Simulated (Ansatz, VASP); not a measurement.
**Rh in VASP and in Ansatz**

```
Rh
1.0
     0.00000    1.90213    1.90213
     1.90213    0.00000    1.90213
     1.90213    1.90213    0.00000
Rh
1
Direct
  0.00000 0.00000 0.00000
```

Alike in both runs: functional r2SCAN; k mesh 24 × 24 × 24; occupations fermi-dirac, width 0.15 eV; no spin polarisation.

Ansatz relaxed the structure, and its values are those at the end. VASP's run is a single point on that final structure, the one shown.

|  | VASP | Ansatz |
| --- | --- | --- |
| version | VASP 6.6.1 | Ansatz 0.2.0 |
| potentials or method | VASP PAW PBE potentials, release 64 (Rh_sv_GW), cutoff 580 eV | scalar-relativistic, plane waves, PAW |
| valence electrons in the cell | 17 | 17 |

```tsv
	VASP	Ansatz	Ansatz less VASP
gap on the k mesh at the Fermi level (eV)	none	none	-
pressure (GPa)	-1.6	0.0	+1.63
```

VASP's potentials were made for PBE, not for r2SCAN. A gap of «none» marks a metal or a gap that the smearing closes.
